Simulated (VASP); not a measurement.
# Hg in VASP: a series of runs

The runs below take Hg through electric field gradients, with LDA.

Program: VASP 6.6.1. These are calculated values, not measurements. Logs are shortened: lines on timing, memory, paths and dates and some standing lists are left out, and cuts for length are marked.

**1. The cell of the first run**

Symmetry: R-3m, No. 166, trigonal system. The conventional cell has a = 3.460 Å, b = 3.460 Å, c = 6.702 Å, α = 90.00°, β = 90.00°, γ = 120.00°. Hg (site symmetry -3m) has 12 Hg at 3.00 to 3.46 Å within 3.9 Å.

**2. Electric field gradients, LDA**

Input file INCAR:

```
PREC     = Accurate       # precision mode
ENCUT    = 400            # plane-wave cutoff, eV
EDIFF    = 1E-8           # SCF threshold, eV
ISMEAR   = -1             # smearing method
SIGMA    = 0.03           # smearing width, eV
LREAL    = F              # projectors in reciprocal space
LASPH    = T              # aspherical terms in the spheres
NELM     = 120            # most SCF steps
ALGO     = Normal         # electronic algorithm
ISIF     = 2              # what is computed and relaxed
LWAVE    = F              # write WAVECAR
LCHARG   = F              # write CHGCAR
LEFG     = T            
NBANDS   = 12             # bands
GGA_COMPAT= F
```

Input file KPOINTS:

```
Automatic mesh
0
Gamma
  12 12 12
```

Input file POSCAR:

```
Hg
1.0
    1.7300004553      0.9988162286      2.2340000000
   -1.7300004553      0.9988162286      2.2340000000
    0.0000000000     -1.9976324571      2.2340000000
Hg
1
Direct
    0.0000000000      0.0000000000      0.0000000000
```

Potentials or basis: VASP PAW LDA potentials, release 64 (Hg).

The run is started by

```console
> cat potpaw_LDA.64/Hg/POTCAR > POTCAR
> mpirun -np 1 vasp_std > vasp.out
```

OUTCAR:

```text
PREC = Accurate
   ENCUT = 400
   EDIFF = 1E-8
   ISMEAR = -1
   LREAL = F
   LASPH = T
   NELM = 120
   ISIF = 2

 ion  position               nearest neighbor table
   1  0.000  0.000  0.000-

  LATTYP: Found a trigonal (rhomboedric) cell.
 ALAT       =     2.9968802835
 COS(alpha) =     0.3335253405

  Lattice vectors:

 A1 = (   1.7300004553,   0.9988162286,   2.2340000000)
 A2 = (  -1.7300004553,   0.9988162286,   2.2340000000)
 A3 = (   0.0000000000,  -1.9976324571,   2.2340000000)

Analysis of symmetry for initial positions (statically):
=====================================================================
 Subroutine PRICEL returns:
 Original cell was already a primitive cell.

 Routine SETGRP: Setting up the symmetry group for a
 trigonal (rhombohedral) supercell.

 Subroutine GETGRP returns: Found 12 space group operations
 (whereof 12 operations were pure point group operations)
 out of a pool of 12 trial point group operations.

The static configuration has the point symmetry D_3d.

Analysis of symmetry for dynamics (positions and initial velocities):
=====================================================================
 Subroutine PRICEL returns:
 Original cell was already a primitive cell.

 Routine SETGRP: Setting up the symmetry group for a
 trigonal (rhombohedral) supercell.

 Subroutine GETGRP returns: Found 12 space group operations
 (whereof 12 operations were pure point group operations)
 out of a pool of 12 trial point group operations.

The dynamic configuration has the point symmetry D_3d.

 Subroutine INISYM returns: Found 12 space group operations
 (whereof 12 operations are pure point group operations),
 and found     1 'primitive' translations

----------------------------------------------------------------------------------------

                                     Primitive cell

  volume of cell :      23.1615

  direct lattice vectors                    reciprocal lattice vectors
     1.730000455  0.998816229  2.234000000     0.289017265  0.166864196  0.149209191
    -1.730000455  0.998816229  2.234000000    -0.289017265  0.166864196  0.149209191
     0.000000000 -1.997632457  2.234000000     0.000000000 -0.333728391  0.149209191

  length of vectors
     2.996880284  2.996880284  2.996880284     0.365565346  0.365565346  0.365565346

  position of ions in fractional coordinates (direct lattice)
     0.000000000  0.000000000  0.000000000

  ion indices of the primitive-cell ions
   primitive index   ion index
                 1           1

----------------------------------------------------------------------------------------

 KPOINTS: Automatic mesh

Automatic generation of k-mesh.
 Grid dimensions read from file:
 generate k-points for:   12   12   12

 Generating k-lattice:

  Cartesian coordinates                     Fractional coordinates (reciprocal lattice)
     0.024084772  0.013905350  0.012434099     0.083333333  0.000000000  0.000000000
    -0.024084772  0.013905350  0.012434099     0.000000000  0.083333333  0.000000000
     0.000000000 -0.027810699  0.012434099     0.000000000  0.000000000  0.083333333

  Length of vectors
     0.030463779  0.030463779  0.030463779

  Shift w.r.t. Gamma in fractional coordinates (k-lattice)
     0.000000000  0.000000000  0.000000000

 Subroutine IBZKPT returns following result:
 ===========================================

 Found    189 irreducible k-points:

 Following reciprocal coordinates:
            Coordinates               Weight
  0.000000  0.000000  0.000000      1.000000
  0.083333  0.000000 -0.000000      6.000000
  0.166667  0.000000  0.000000      6.000000
  0.250000 -0.000000 -0.000000      6.000000
  0.333333  0.000000  0.000000      6.000000
  0.416667  0.000000 -0.000000      6.000000
[... 16 lines left out ...]
  0.500000  0.166667 -0.000000     12.000000
 -0.416667  0.166667  0.000000     12.000000
 [... further k-points ...]
   k-points           NKPTS =    189   k-points in BZ     NKDIM =    189   number of bands    NBANDS=     12
   number of dos      NEDOS =    301   number of ions     NIONS =      1
   total plane-waves  NPLWV =   8000
   dimension x,y,z NGX =    20 NGY =   20 NGZ =   20
   dimension x,y,z NGXF=    40 NGYF=   40 NGZF=   40
   ions per type =               1
   NGX,Y,Z   is equivalent  to a cutoff of  11.09, 11.09, 11.09 a.u.
   NGXF,Y,Z  is equivalent  to a cutoff of  22.19, 22.19, 22.19 a.u.
 SYSTEM =  unknown system
   PREC   = accura    normal or accurate (medium, high low for compatibility)
   ISTART =      0    job   : 0-new  1-cont  2-samecut
   ICHARG =      2    charge: 1-file 2-atom 10-const
   ISPIN  =      1    spin polarized calculation?
   LNONCOLLINEAR =      F non collinear calculations
   LSORBIT =      F    spin-orbit coupling
   LASPH  =      T    aspherical Exc in radial PAW
   ENCUT  =  400.0 eV  29.40 Ry    5.42 a.u.   4.89  4.89  4.89*2*pi/ulx,y,z
   NELM   =    120;   NELMIN=  2; NELMDL= -5     # of ELM steps
   EDIFF  = 0.1E-07   stopping-criterion for ELM
   LREAL  =      F    real-space projection
   EDIFFG = 0.1E-06   stopping-criterion for IOM
   NSW    =      0    number of steps for IOM
   IBRION =     -1    ionic relax: 0-MD 1-quasi-New 2-CG
   NFREE  =      0    steps in history (QN), initial steepest desc. (CG)
   ISIF   =      2    stress and relaxation
   ISYM   =      2    0-nonsym 1-usesym 2-fastsym
   POTIM  = 0.5000    time-step for ionic-motion
   TEBEG  =    0.0;   TEEND  =   0.0 temperature during run
   PSTRESS=    0.0 pullay stress
   NELECT =      12.0000    total number of electrons
   NUPDOWN=      -1.0000    fix difference up-down
   EMIN   =  10.00;   EMAX   =-10.00  energy-range for DOS
   EFERMI =   0.00;   METHOD = LEGACY
   ISMEAR =    -1;   SIGMA  =   0.03  broadening in eV -4-tet -1-fermi 0-gaus
   EFERMI_NEDOS =   21; number of points for ismear=-14 and -15
   IALGO  =     38    algorithm
   IMIX   =      4    mixing-type and parameters
     AMIX     =   0.40;   BMIX     =  1.00
     AMIX_MAG =   1.60;   BMIX_MAG =  1.00
  volume/ion in A,a.u.               =      23.16       156.30
  Fermi-wavevector in a.u.,A,eV,Ry     =   1.314861  2.484727 23.522560  1.728859
  Thomas-Fermi vector in A             =   2.445084
   LORBIT       =      0    0 simple, 1 ext, 2 COOP (PROOUT), +10 PAW based schemes
   GGA     = CA    functional components
   LHFCALC =     F    Hartree Fock is set to
   AEXX    =    0.0000 exact exchange contribution
   IVDW    =     0    specifies the selected vdW correction
   LEPSILON=     F    determine dielectric tensor
   LRPA    =     F    only Hartree local field effects (RPA)
 non-spin polarized calculation
  energy-cutoff  :      400.00
  volume of cell :       23.16
 maximum number of plane-waves:       433
   NGX =  9   NGY =  9   NGZ =  9

 number of electron      11.9999992 magnetization

 Free energy of the ion-electron system (eV)
  ---------------------------------------------------
  ext. energy  EPLUGINS =         0.00000000
  ---------------------------------------------------
  free energy    TOTEN  =        -0.96013292 eV

  energy without entropy =       -0.95879803  energy(sigma->0) =       -0.95946548

 E-fermi :   2.6055     XC(G=0): -11.2648

 val. band max:        2.5922018905   @ k =  -0.4167   0.2500   0.0833
 cond. band min:       2.6961026733   @ k =  -0.4167   0.4167   0.4167
 fundamental gap:      0.1039007829
 Fermi energy:         2.6055148886

 k-point     1 :       0.0000    0.0000    0.0000
  band No.  band energies     occupation
      1      -6.6615      2.00000
      2      -5.0521      2.00000
      3      -5.0521      2.00000
      4      -3.7229      2.00000
      5      -3.5439      2.00000
      6      -3.5439      2.00000
      7      14.9151      0.00000
      8      15.3323      0.00000
      9      15.3323      0.00000
     10      19.9387      0.00000
     11      21.1637      0.00000
     12      21.1637      0.00000

 k-point     2 :       0.0833    0.0000   -0.0000
  band No.  band energies     occupation
      1      -6.5045      2.00000
      2      -5.0411      2.00000
      3      -5.0039      2.00000
      4      -3.7191      2.00000
      5      -3.5647      2.00000
      6      -3.5514      2.00000
      7      13.6937      0.00000
      8      15.0972      0.00000
      9      15.4253      0.00000
     10      20.4470      0.00000
     11      21.0766      0.00000
     12      22.0933      0.00000
[... 316 lines left out ...]
 k-point    24 :      -0.4167    0.1667    0.0000
  band No.  band energies     occupation
      1      -5.3771      2.00000
      2      -4.8709      2.00000
      3      -3.9252      2.00000
      4      -3.7256      2.00000
      5      -3.3491      2.00000
      6      -0.0732      2.00000
      7       2.5083      1.92476
      8      11.0533      0.00000
      9      15.4078      0.00000
     10      18.6348      0.00000
     11      21.5052      0.00000
     12      22.6813      0.00000

 [... further k-points ...]
[... 5 lines left out ...]
  --------------------------------------------------------------------------------------
  -------------------------------------------------------------------------------------
  Total       -0.1140862     -0.1140862     -0.2381601      0.0000000     -0.0000000      0.0000000
  in kB       -7.8918223     -7.8918223    -16.4745407      0.0000000     -0.0000000      0.0000000
  external PRESSURE =     -10.7527285 kB  Pullay stress =       0.0000000 kB

 VOLUME and BASIS-vectors are now :
 -----------------------------------------------------------------------------
  energy-cutoff  :      400.00
  volume of cell :       23.16
      direct lattice vectors                 reciprocal lattice vectors
     1.730000455  0.998816229  2.234000000     0.289017265  0.166864196  0.149209191
    -1.730000455  0.998816229  2.234000000    -0.289017265  0.166864196  0.149209191
     0.000000000 -1.997632457  2.234000000     0.000000000 -0.333728391  0.149209191

 POSITION                                       TOTAL-FORCE (eV/Angst)
 -----------------------------------------------------------------------------------
      0.00000      0.00000      0.00000         0.000000     -0.000000      0.000000
 -----------------------------------------------------------------------------------
    total drift:                               -0.000000     -0.000000      0.000000

  FREE ENERGIE OF THE ION-ELECTRON SYSTEM (eV)
  ---------------------------------------------------
  free  energy   TOTEN  =        -0.9601329249 eV

  energy  without entropy=       -0.9587980326  energy(sigma->0) =       -0.95946548

 Electric field gradients (V/A^2)
---------------------------------------------------------------------
 ion       V_xx      V_yy      V_zz      V_xy      V_xz      V_yz
---------------------------------------------------------------------
   1      74.552    74.552  -149.104    -0.000     0.000    -0.000
---------------------------------------------------------------------

 Electric field gradients after diagonalization (V/A^2)
 (convention: |V_zz| > |V_xx| > |V_yy|)
----------------------------------------------------------------------
 ion       V_xx      V_yy      V_zz     asymmetry (V_yy - V_xx)/ V_zz
----------------------------------------------------------------------
   1      74.552    74.552  -149.104       0.000
----------------------------------------------------------------------

           NMR quadrupolar parameters

 Cq : quadrupolar parameter    Cq=e*Q*V_zz/h
 eta: asymmetry parameters     (V_yy - V_xx)/ V_zz
 Q  : nuclear electric quadrupole moment in mb (millibarn)
----------------------------------------------------------------------
 ion       Cq(MHz)       eta       Q (mb)
----------------------------------------------------------------------
   1      -0.361       0.000       1.000
----------------------------------------------------------------------
```

It took 36 s on 1 thread of Intel Xeon 8259CL, shared host; peak memory 0.14 GiB.

What came out:

| Item | Value |
| --- | --- |
| Free energy | -0.9601 eV |
| Pressure | -1.1 GPa |
| Band gap on the k mesh | zero (bands 6 and 7 overlap by 3.29 eV) |
| Largest electric field gradient by atom | Hg -149.1 V/Å² |

Levels at points of the mesh, in eV from the Fermi level:
```
           k point  band 3  band 4  band 5  band 6  band 7  band 8  band 9  band 10
(0.00, 0.00, 0.00)   -7.66   -6.33   -6.15   -6.15   12.31   12.73   12.73    17.33
(0.50, 0.00, 0.00)   -6.34   -6.20   -5.82   -2.08   -1.99   12.48   12.73    17.32
(0.50, 0.50, 0.00)   -6.06   -5.87   -5.34   -0.11    0.89    4.78   10.06    10.25
(0.50, 0.50, 0.50)   -7.25   -5.44   -5.44   -0.15    1.39    9.45    9.45    11.15
```

Electric field gradients, principal values (V/Å²):
```tsv
atom	least	middle	greatest (by size)
1 Hg	74.552	74.552	-149.104
```

Caveat: without QUAD_EFG the Cq values of the log hold for a quadrupole moment of 1 mb, not for the nuclei; spin-orbit coupling is left out, which moves the levels of the heavy elements.

**3. Electric field gradients, LDA (equal xy, yz and zx shear strains of -1 %)**

Input file INCAR:

```
ALGO = Normal
EDIFF = 1E-8
ENCUT = 520
GGA = CA
ISIF = 2
ISMEAR = -1
LASPH = True
LCHARG = False
LEFG = True
LREAL = False
LWAVE = False
NBANDS = 12
NELM = 80
PREC = Accurate
SIGMA = 0.03
```

Input file KPOINTS:

```
k-points
0
Gamma
  12 12 12
```

Input file POSCAR:

```
Hg
1.0
    1.7138363742      0.9789962263      2.2203559166
   -1.7461645364      0.9962962309      2.2376559211
   -0.0011818377     -2.0088024571      2.2439881623
Hg
1
Direct
    0.0000000000      0.0000000000      0.0000000000
```

Potentials or basis: VASP PAW LDA potentials, release 64 (Hg).

The run is started by

```console
> cat potpaw_LDA.64/Hg/POTCAR > POTCAR
> mpirun -np 1 vasp_std > vasp.out
```

OUTCAR:

```text
EDIFF = 1E-8
   ENCUT = 520
   GGA = CA
   ISIF = 2
   ISMEAR = -1
   LASPH = True
   LREAL = False
   NELM = 80
   PREC = Accurate

 ion  position               nearest neighbor table
   1  0.000  0.000  0.000-

  LATTYP: Found a triclinic cell.
 ALAT       =     3.0081224691
 B/A-ratio  =     1.1502481847
 C/A-ratio  =     1.0012132807
 COS(alpha) =     0.0007828305
[... 572 lines left out ...]
 -----------------------------------------------------------------------------------
    total drift:                                0.000000      0.000000      0.000000

  FREE ENERGIE OF THE ION-ELECTRON SYSTEM (eV)
  ---------------------------------------------------
  free  energy   TOTEN  =        -0.9601250058 eV

  energy  without entropy=       -0.9589185016  energy(sigma->0) =       -0.95952175

 Electric field gradients (V/A^2)
---------------------------------------------------------------------
 ion       V_xx      V_yy      V_zz      V_xy      V_xz      V_yz
---------------------------------------------------------------------
   1      69.177    80.991  -150.168    -6.972   -13.276    -6.847
---------------------------------------------------------------------

 Electric field gradients after diagonalization (V/A^2)
 (convention: |V_zz| > |V_xx| > |V_yy|)
----------------------------------------------------------------------
 ion       V_xx      V_yy      V_zz     asymmetry (V_yy - V_xx)/ V_zz
----------------------------------------------------------------------
   1      84.223    66.972  -151.195       0.114
----------------------------------------------------------------------

           NMR quadrupolar parameters

 Cq : quadrupolar parameter    Cq=e*Q*V_zz/h
 eta: asymmetry parameters     (V_yy - V_xx)/ V_zz
 Q  : nuclear electric quadrupole moment in mb (millibarn)
----------------------------------------------------------------------
 ion       Cq(MHz)       eta       Q (mb)
----------------------------------------------------------------------
   1      -0.366       0.114       1.000
----------------------------------------------------------------------
```

OSZICAR:

```text
N       E                     dE             d eps       ncg     rms          rms(c)
DAV:   1     0.720714669828E+02    0.72071E+02   -0.66370E+03 22160   0.966E+02
DAV:   2     0.179837259851E+00   -0.71892E+02   -0.67225E+02 22752   0.228E+02
DAV:   3    -0.102414837152E+01   -0.12040E+01   -0.12031E+01 24884   0.329E+01
DAV:   4    -0.102529488272E+01   -0.11465E-02   -0.11465E-02 23204   0.105E+00
DAV:   5    -0.102529650312E+01   -0.16204E-05   -0.16203E-05 24680   0.382E-02    0.434E+00
DAV:   6    -0.967531327435E+00    0.57765E-01   -0.13156E-01 24644   0.412E+00    0.318E+00
DAV:   7    -0.960955990717E+00    0.65753E-02   -0.15493E-02 24860   0.115E+00    0.138E+00
DAV:   8    -0.960120302478E+00    0.83569E-03   -0.13838E-03 22208   0.522E-01    0.549E-02
DAV:   9    -0.960123975819E+00   -0.36733E-05   -0.29314E-06 25224   0.205E-02    0.134E-02
DAV:  10    -0.960125005534E+00   -0.10297E-05   -0.12400E-06 22460   0.137E-02    0.993E-04
DAV:  11    -0.960125005845E+00   -0.31059E-09   -0.14185E-08 23268   0.110E-03
   1 F= -.96012501E+00 E0= -.95952175E+00  d E =-.120650E-02
```

It took 77 s on 1 thread of Intel Xeon Platinum 8259CL at 2.50GHz (Skylake/Cascade Lake), shared host; peak memory 0.32 GiB.

What came out:

```
Free energy                             : -0.9601 eV
Pressure                                : -1.1 GPa
Band gap on the k mesh                  : zero (bands 6 and 7 overlap by 3.36 eV)
Largest electric field gradient by atom : Hg -151.2 V/Å²
```

Stress tensor (GPa, compression positive):
```
-0.75 -0.04  0.00
-0.04 -0.86 -0.02
 0.00 -0.02 -1.63
```

Electric field gradients, principal values (V/Å²):
```
atom   least  middle  greatest (by size)
1 Hg  66.972  84.223            -151.195
```

Caveat: the cell differs from its parent crystal (equal xy, yz and zx shear strains of -1 %); without QUAD_EFG the Cq values of the log hold for a quadrupole moment of 1 mb, not for the nuclei; spin-orbit coupling is left out, which moves the levels of the heavy elements.

(Continued in part 2 of 2.)
